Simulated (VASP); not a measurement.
# TeW in VASP: single point with PBE

Aim: the single point of TeW with PBE.

Program: VASP 6.6.1. These are calculated values, not measurements. Logs are shortened: lines on timing, memory, paths and dates and some standing lists are left out, and cuts for length are marked.

## (1) The cell of the first run

The typed cell holds 2 atoms: a = 2.955 Å, b = 2.955 Å, c = 5.703 Å, α = 90.00°, β = 90.00°, γ = 120.00°.

The cell was built from a structure type or drawn by symmetry, and may not be a known phase.

## (2) Single point, PBE

File INCAR:

```
ALGO = Normal ; EDIFF = 1E-6
ENCUT = 500 ; GGA = PE
GGA_COMPAT = False ; ISIF = 2
ISMEAR = 0 ; LASPH = True
LCHARG = False ; LREAL = False
LWAVE = False ; NBANDS = 17
NELM = 120 ; PREC = Accurate
SIGMA = 0.2
```

File KPOINTS:

```
k-points
0
Gamma
  7 7 3
```

File POSCAR:

```
TeW
1.0
    2.9547206229      0.0000000000      0.0000000000
   -1.4773603114      2.5588631205      0.0000000000
    0.0000000000      0.0000000000      5.7027843906
Te W
1 1
Direct
    0.0000000000      0.0000000000      0.1734013598
    0.0000000000      0.0000000000      0.6734266402
```

Potentials or basis: VASP PAW PBE potentials, release 64 (Te, W_sv).

Started as:

```console
$ cat potpaw_PBE.64/Te/POTCAR potpaw_PBE.64/W_sv/POTCAR > POTCAR
$ mpirun -np 1 vasp_std > vasp.out
```

OUTCAR:

```text
EDIFF = 1E-6
   ENCUT = 500
   GGA = PE
   ISIF = 2
   ISMEAR = 0
   LASPH = True
   LREAL = False
   NELM = 120
   PREC = Accurate

 ion  position               nearest neighbor table
   1  0.000  0.000  0.173-   2 2.85   2 2.85
   2  0.000  0.000  0.673-   1 2.85   1 2.85

  LATTYP: Found a hexagonal cell.
 ALAT       =     2.9547206229
 C/A-ratio  =     1.9300587495

  Lattice vectors:

 A1 = (   2.9547206229,   0.0000000000,   0.0000000000)
 A2 = (  -1.4773603114,   2.5588631205,   0.0000000000)
 A3 = (   0.0000000000,   0.0000000000,   5.7027843906)

Analysis of symmetry for initial positions (statically):
=====================================================================
 Subroutine PRICEL returns:
 Original cell was already a primitive cell.

 Routine SETGRP: Setting up the symmetry group for a
 hexagonal supercell.

 Subroutine GETGRP returns: Found 12 space group operations
 (whereof 12 operations were pure point group operations)
 out of a pool of 24 trial point group operations.

The static configuration has the point symmetry C_6v.

Analysis of symmetry for dynamics (positions and initial velocities):
=====================================================================
 Subroutine PRICEL returns:
 Original cell was already a primitive cell.

 Routine SETGRP: Setting up the symmetry group for a
 hexagonal supercell.

 Subroutine GETGRP returns: Found 12 space group operations
 (whereof 12 operations were pure point group operations)
 out of a pool of 24 trial point group operations.

The dynamic configuration has the point symmetry C_6v.

 Subroutine INISYM returns: Found 12 space group operations
 (whereof 12 operations are pure point group operations),
 and found     1 'primitive' translations

----------------------------------------------------------------------------------------

                                     Primitive cell

  volume of cell :      43.1172

  direct lattice vectors                    reciprocal lattice vectors
     2.954720623  0.000000000  0.000000000     0.338441473  0.195399276  0.000000000
    -1.477360311  2.558863120  0.000000000     0.000000000  0.390798551  0.000000000
     0.000000000  0.000000000  5.702784391     0.000000000  0.000000000  0.175352938

  length of vectors
     2.954720623  2.954720623  5.702784391     0.390798551  0.390798551  0.175352938

  position of ions in fractional coordinates (direct lattice)
     0.000000000  0.000000000  0.173401360
     0.000000000  0.000000000  0.673426640

  ion indices of the primitive-cell ions
   primitive index   ion index
                 1           1
                 2           2

----------------------------------------------------------------------------------------

 KPOINTS: k-points

Automatic generation of k-mesh.
 Grid dimensions read from file:
 generate k-points for:    7    7    3

 Generating k-lattice:

  Cartesian coordinates                     Fractional coordinates (reciprocal lattice)
     0.048348782  0.027914182  0.000000000     0.142857143  0.000000000  0.000000000
     0.000000000  0.055828364  0.000000000     0.000000000  0.142857143  0.000000000
     0.000000000  0.000000000  0.058450979     0.000000000  0.000000000  0.333333333

  Length of vectors
     0.055828364  0.055828364  0.058450979

  Shift w.r.t. Gamma in fractional coordinates (k-lattice)
     0.000000000  0.000000000  0.000000000

 Subroutine IBZKPT returns following result:
 ===========================================

 Found     16 irreducible k-points:

 Following reciprocal coordinates:
            Coordinates               Weight
  0.000000  0.000000  0.000000      1.000000
  0.142857  0.000000  0.000000      6.000000
  0.285714  0.000000  0.000000      6.000000
  0.428571  0.000000  0.000000      6.000000
  0.142857  0.142857  0.000000      6.000000
  0.285714  0.142857  0.000000     12.000000
[... 8 lines left out ...]
  0.428571  0.142857  0.333333     12.000000
  0.285714  0.285714  0.333333     12.000000
   k-points           NKPTS =     16   k-points in BZ     NKDIM =     16   number of bands    NBANDS=     17
   number of dos      NEDOS =    301   number of ions     NIONS =      2
   total plane-waves  NPLWV =  24192
   dimension x,y,z NGX =    24 NGY =   24 NGZ =   42
   dimension x,y,z NGXF=    48 NGYF=   48 NGZF=   84
   ions per type =               1   1
   NGX,Y,Z   is equivalent  to a cutoff of  13.50, 13.50, 12.24 a.u.
   NGXF,Y,Z  is equivalent  to a cutoff of  27.01, 27.01, 24.49 a.u.
 SYSTEM =  unknown system
   PREC   = accura    normal or accurate (medium, high low for compatibility)
   ISTART =      0    job   : 0-new  1-cont  2-samecut
   ICHARG =      2    charge: 1-file 2-atom 10-const
   ISPIN  =      1    spin polarized calculation?
   LNONCOLLINEAR =      F non collinear calculations
   LSORBIT =      F    spin-orbit coupling
   LASPH  =      T    aspherical Exc in radial PAW
   ENCUT  =  500.0 eV  36.75 Ry    6.06 a.u.   5.39  5.39 10.40*2*pi/ulx,y,z
   NELM   =    120;   NELMIN=  2; NELMDL= -5     # of ELM steps
   EDIFF  = 0.1E-05   stopping-criterion for ELM
   LREAL  =      F    real-space projection
   EDIFFG = 0.1E-04   stopping-criterion for IOM
   NSW    =      0    number of steps for IOM
   IBRION =     -1    ionic relax: 0-MD 1-quasi-New 2-CG
   NFREE  =      0    steps in history (QN), initial steepest desc. (CG)
   ISIF   =      2    stress and relaxation
   ISYM   =      2    0-nonsym 1-usesym 2-fastsym
   POTIM  = 0.5000    time-step for ionic-motion
   TEBEG  =    0.0;   TEEND  =   0.0 temperature during run
   PSTRESS=    0.0 pullay stress
   NELECT =      20.0000    total number of electrons
   NUPDOWN=      -1.0000    fix difference up-down
   EMIN   =  10.00;   EMAX   =-10.00  energy-range for DOS
   EFERMI =   0.00;   METHOD = LEGACY
   ISMEAR =     0;   SIGMA  =   0.20  broadening in eV -4-tet -1-fermi 0-gaus
   EFERMI_NEDOS =   21; number of points for ismear=-14 and -15
   IALGO  =     38    algorithm
   IMIX   =      4    mixing-type and parameters
     AMIX     =   0.40;   BMIX     =  1.00
     AMIX_MAG =   1.60;   BMIX_MAG =  1.00
  volume/ion in A,a.u.               =      21.56       145.48
  Fermi-wavevector in a.u.,A,eV,Ry     =   1.267267  2.394787 21.850478  1.605965
  Thomas-Fermi vector in A             =   2.400424
   LORBIT       =      0    0 simple, 1 ext, 2 COOP (PROOUT), +10 PAW based schemes
   GGA     = PE    functional components
   LHFCALC =     F    Hartree Fock is set to
   AEXX    =    0.0000 exact exchange contribution
   IVDW    =     0    specifies the selected vdW correction
   LEPSILON=     F    determine dielectric tensor
   LRPA    =     F    only Hartree local field effects (RPA)
 non-spin polarized calculation
 Gauss-broadening in eV      SIGMA  =   0.20
  energy-cutoff  :      500.00
  volume of cell :       43.12
 maximum number of plane-waves:      1119
 NGX is ok and might be reduce to    24
   NGX = 11   NGY = 11   NGZ = 21

 number of electron      20.0000000 magnetization

 Free energy of the ion-electron system (eV)
  ---------------------------------------------------
  ext. energy  EPLUGINS =         0.00000000
  ---------------------------------------------------
  free energy    TOTEN  =       -13.58486605 eV

  energy without entropy =      -13.55477079  energy(sigma->0) =      -13.56981842

 E-fermi :   9.6483     XC(G=0): -11.5870

 val. band max:        9.5464010227   @ k =   0.1429   0.1429   0.3333
 cond. band min:       9.7436924282   @ k =   0.0000   0.0000   0.0000
 fundamental gap:      0.1972914054
 Fermi energy:         9.6483280218

 k-point     1 :       0.0000    0.0000    0.0000
  band No.  band energies     occupation
      1     -64.4562      2.00000
      2     -28.9051      2.00000
      3     -28.1354      2.00000
      4     -28.1354      2.00000
      5      -5.7717      2.00000
      6       3.6803      2.00000
[... 9 lines left out ...]
     16      20.7418      0.00000
     17      21.2219      0.00000

 k-point     2 :       0.1429    0.0000    0.0000
  band No.  band energies     occupation
      1     -64.4484      2.00000
      2     -28.8898      2.00000
      3     -28.2501      2.00000
      4     -28.1626      2.00000
      5      -5.2986      2.00000
      6       4.0487      2.00000
[... 9 lines left out ...]
     16      18.6392      0.00000
     17      22.0171      0.00000

 k-point     3 :       0.2857    0.0000    0.0000
  band No.  band energies     occupation
      1     -64.4306      2.00000
      2     -28.8553      2.00000
      3     -28.5014      2.00000
      4     -28.2230      2.00000
      5      -3.9046      2.00000
      6       5.0688      2.00000
[... 9 lines left out ...]
     16      18.6287      0.00000
     17      20.3586      0.00000

 k-point     4 :       0.4286    0.0000    0.0000
  band No.  band energies     occupation
      1     -64.4164      2.00000
      2     -28.8274      2.00000
      3     -28.6969      2.00000
      4     -28.2710      2.00000
      5      -1.8438      2.00000
      6       2.9873      2.00000
[... 9 lines left out ...]
     16      16.6386      0.00000
     17      18.3951      0.00000

 k-point     5 :       0.1429    0.1429    0.0000
  band No.  band energies     occupation
      1     -64.4356      2.00000
      2     -28.8649      2.00000
      3     -28.4164      2.00000
      4     -28.2230      2.00000
      5      -4.3632      2.00000
      6       4.7458      2.00000
[... 9 lines left out ...]
     16      19.9210      0.00000
     17      20.6964      0.00000

 k-point     6 :       0.2857    0.1429    0.0000
  band No.  band energies     occupation
      1     -64.4195      2.00000
      2     -28.8337      2.00000
      3     -28.6069      2.00000
      4     -28.3099      2.00000
      5      -2.5830      2.00000
      6       4.9338      2.00000
[... 9 lines left out ...]
     16      19.5408      0.00000
     17      19.6170      0.00000

 k-point     7 :       0.4286    0.1429    0.0000
  band No.  band energies     occupation
      1     -64.4124      2.00000
      2     -28.8197      2.00000
      3     -28.6891      2.00000
      4     -28.3493      2.00000
      5      -0.9767      2.00000
      6       2.5398      2.00000
[... 9 lines left out ...]
     16      17.0357      0.00000
     17      19.1505      0.00000

 k-point     8 :       0.2857    0.2857    0.0000
  band No.  band energies     occupation
      1     -64.4106      2.00000
      2     -28.8163      2.00000
      3     -28.6114      2.00000
      4     -28.4608      2.00000
      5      -0.8123      2.00000
      6       3.8674      2.00000
[... 9 lines left out ...]
     16      17.3442      0.00000
     17      17.8415      0.00000

 k-point     9 :       0.0000    0.0000    0.3333
  band No.  band energies     occupation
      1     -64.4563      2.00000
      2     -28.9046      2.00000
      3     -28.1354      2.00000
      4     -28.1354      2.00000
      5      -5.6392      2.00000
      6       1.9282      2.00000
[... 9 lines left out ...]
     16      20.9260      0.00000
     17      21.0642      0.00000

 k-point    10 :       0.1429    0.0000    0.3333
  band No.  band energies     occupation
      1     -64.4484      2.00000
      2     -28.8893      2.00000
      3     -28.2501      2.00000
      4     -28.1625      2.00000
      5      -5.1687      2.00000
      6       2.4490      2.00000
[... 9 lines left out ...]
     16      18.3987      0.00000
     17      20.9868      0.00000

 k-point    11 :       0.2857    0.0000    0.3333
  band No.  band energies     occupation
      1     -64.4306      2.00000
      2     -28.8547      2.00000
      3     -28.5013      2.00000
      4     -28.2230      2.00000
      5      -3.7759      2.00000
      6       3.7601      2.00000
[... 9 lines left out ...]
     16      17.0124      0.00000
     17      18.0505      0.00000

 k-point    12 :       0.4286    0.0000    0.3333
  band No.  band energies     occupation
      1     -64.4163      2.00000
      2     -28.8268      2.00000
      3     -28.6968      2.00000
      4     -28.2709      2.00000
      5      -1.6795      2.00000
      6       2.8907      2.00000
[... 9 lines left out ...]
     16      16.3071      0.00000
     17      18.3746      0.00000

 k-point    13 :       0.1429    0.1429    0.3333
  band No.  band energies     occupation
      1     -64.4356      2.00000
      2     -28.8643      2.00000
      3     -28.4164      2.00000
      4     -28.2229      2.00000
      5      -4.2356      2.00000
      6       3.3786      2.00000
[... 9 lines left out ...]
     16      18.8501      0.00000
     17      19.7696      0.00000

 k-point    14 :       0.2857    0.1429    0.3333
  band No.  band energies     occupation
      1     -64.4195      2.00000
      2     -28.8330      2.00000
      3     -28.6068      2.00000
      4     -28.3098      2.00000
      5      -2.4438      2.00000
      6       4.6379      2.00000
[... 9 lines left out ...]
     16      18.6949      0.00000
     17      18.9419      0.00000

 k-point    15 :       0.4286    0.1429    0.3333
  band No.  band energies     occupation
      1     -64.4124      2.00000
      2     -28.8191      2.00000
      3     -28.6890      2.00000
      4     -28.3492      2.00000
      5      -0.7689      2.00000
      6       2.4107      2.00000
[... 9 lines left out ...]
     16      18.0431      0.00000
     17      18.0776      0.00000

 k-point    16 :       0.2857    0.2857    0.3333
  band No.  band energies     occupation
      1     -64.4106      2.00000
      2     -28.8156      2.00000
      3     -28.6113      2.00000
      4     -28.4607      2.00000
      5      -0.6182      2.00000
      6       3.7682      2.00000
[... 9 lines left out ...]
     16      16.9752      0.00000
     17      19.8599      0.00000

------------------------ aborting loop because EDIFF is reached ----------------------------------------

  FORCE on cell =-STRESS in cart. coord.  units (eV):
  Direction    XX          YY          ZZ          XY          YZ          ZX
  --------------------------------------------------------------------------------------
  -------------------------------------------------------------------------------------
  Total        0.0270713      0.0270713     -0.0282456      0.0000000     -0.0000000      0.0000000
  in kB        1.0059318      1.0059318     -1.0495682      0.0000000     -0.0000000      0.0000000
  external PRESSURE =       0.3207652 kB  Pullay stress =       0.0000000 kB

 VOLUME and BASIS-vectors are now :
 -----------------------------------------------------------------------------
  energy-cutoff  :      500.00
  volume of cell :       43.12
      direct lattice vectors                 reciprocal lattice vectors
     2.954720623  0.000000000  0.000000000     0.338441473  0.195399276  0.000000000
    -1.477360311  2.558863120  0.000000000     0.000000000  0.390798551  0.000000000
     0.000000000  0.000000000  5.702784391     0.000000000  0.000000000  0.175352938

 POSITION                                       TOTAL-FORCE (eV/Angst)
 -----------------------------------------------------------------------------------
      0.00000      0.00000      0.98887         0.000000     -0.000000      0.000558
      0.00000      0.00000      3.84041        -0.000000      0.000000     -0.000558
 -----------------------------------------------------------------------------------
    total drift:                                0.000000      0.000000      0.000024

  FREE ENERGIE OF THE ION-ELECTRON SYSTEM (eV)
  ---------------------------------------------------
  free  energy   TOTEN  =       -13.5848660538 eV

  energy  without entropy=      -13.5547707898  energy(sigma->0) =      -13.56981842
```

It took 10 s on 1 thread of Intel Xeon Platinum 8259CL at 2.50GHz (Skylake/Cascade Lake), shared host; peak memory 0.16 GiB.

What came out:

| Item | Value |
| --- | --- |
| Free energy | -13.5849 eV |
| Pressure | 0.0 GPa |
| Band gap on the k mesh | zero (bands 10 and 11 overlap by 1.66 eV) |

Stress tensor (GPa, compression positive):
```
 0.10  0.00  0.00
 0.00  0.10  0.00
 0.00  0.00 -0.10
```

Caveat: the k points lie up to 0.37 Å⁻¹ apart, too coarse for converged energies and pressures of a metal; spin-orbit coupling is left out, which moves the levels of the heavy elements.
